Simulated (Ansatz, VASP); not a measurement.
## One calculation of Ta2N, two programs

INCAR

```
SYSTEM = Ta2N
ALGO = Normal
EDIFF = 1E-6
ENCUT = 520
GGA = PS
ISIF = 2
ISMEAR = 0
LASPH = .True.
LCHARG = .False.
LREAL = .False.
LWAVE = .False.
NBANDS = 36
NELM = 100
PREC = Accurate
SIGMA = 0.15
```

The input KPOINTS:

```
k-points
0
Gamma
  17 17 5
  0 0 0
```

Contents of POSCAR:

```
Ta2N
1.0
   -3.0786153856      0.0000000000      0.0000000000
   -1.5393076928     -2.6661591324      0.0000000000
    0.0000000000      0.0000000000     14.1465143614
Ta N
4 2
Direct
    0.6666666667      0.6666666667      0.0839608493
    0.6666666667      0.6666666667      0.4249110690
    0.3333333333      0.3333333333      0.5979395903
    0.3333333333      0.3333333333      0.2569893705
    0.0000000000      0.0000000000      0.1704751099
    0.0000000000      0.0000000000      0.5114253297
```

Input for Ansatz:

```yaml
crystal:
  lattice:
    - [-3.0786153856, 0.0, 0.0]
    - [-1.5393076928, -2.6661591324, 0.0]
    - [0.0, 0.0, 14.1465143614]
  atoms:
    - { symbol: Ta, position: [0.6666666667, 0.6666666667, 0.0839608493] }
    - { symbol: Ta, position: [0.6666666667, 0.6666666667, 0.424911069] }
    - { symbol: Ta, position: [0.3333333333, 0.3333333333, 0.5979395903] }
    - { symbol: Ta, position: [0.3333333333, 0.3333333333, 0.2569893705] }
    - { symbol: "N", position: [0.0, 0.0, 0.1704751099] }
    - { symbol: "N", position: [0.0, 0.0, 0.5114253297] }
basis:
  ecutwfc: 420
kpoints:
  mp_grid: { grid: [17, 17, 5] }
hamiltonian:
  xc: pbesol
scf:
  occupations: { method: gaussian, width: 0.15 }
output:
  forces: true
  stress: true
  eigenvalues: true
```

Alike in both runs: task single point; functional PBEsol; k mesh 17 × 17 × 5; occupations gaussian, width 0.15 eV; no spin polarisation.

|  | VASP | Ansatz |
| --- | --- | --- |
| version | VASP 6.6.1 | Ansatz 0.2.0 |
| potentials or method | VASP PAW PBE potentials, release 64 (Ta_pv, N), cutoff 520 eV | scalar-relativistic, plane waves, PAW |
| valence electrons in the cell | 54 | 62 |

```tsv
	VASP	Ansatz	Ansatz less VASP
gap on the k mesh at the Fermi level (eV)	none	none	-
rms of the force components (eV/Å)	0.140	0.158	+0.0188
```

VASP's potentials were made for PBE, not for PBEsol. Atom by atom the forces differ by 0.024 eV/Å (rms over components). A gap of «none» marks a metal or a gap that the smearing closes. VASP's potentials hold 54 valence electrons a cell and Ansatz's 62, so a difference there can come from the potentials and not from the codes.

Spin-orbit coupling is off throughout.
